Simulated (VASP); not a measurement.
Here is a VASP 6.6.1 calculation.

File INCAR:

```
ALGO = Normal
EDIFF = 1E-6
ENCUT = 520
GGA = RP
ISIF = 2
ISMEAR = 0
IVDW = 13
LASPH = True
LCHARG = False
LREAL = False
LWAVE = False
NBANDS = 14
NELM = 80
PREC = Accurate
SIGMA = 0.05
```

File KPOINTS:

```
k-points
0
Gamma
  8 8 8
```

File POSCAR:

```
NaF
1.0
    0.0000000000      2.3696819893      2.3696819893
    2.3696819893      0.0000000000      2.3696819893
    2.3696819893      2.3696819893      0.0000000000
Na F
1 1
Direct
    0.0000000000      0.0000000000      0.0000000000
    0.5000000000      0.5000000000      0.5000000000
```

Potentials or basis: VASP PAW PBE potentials, release 64 (Na_pv, F).

Launch:

```bash
$ cat potpaw_PBE.64/Na_pv/POTCAR potpaw_PBE.64/F/POTCAR > POTCAR
$ mpirun -np 1 vasp_std > vasp.out
```

Problem. Predict the band gap on the k mesh.

Solution. 6.27 eV, direct.

Problem. Predict the dispersion energy per atom.

Solution. -0.097 eV.

Problem. Predict the pressure.

Solution. 0.7 GPa.

Caveat: the PAW data sets were made with another functional, which shifts forces and pressure a little.
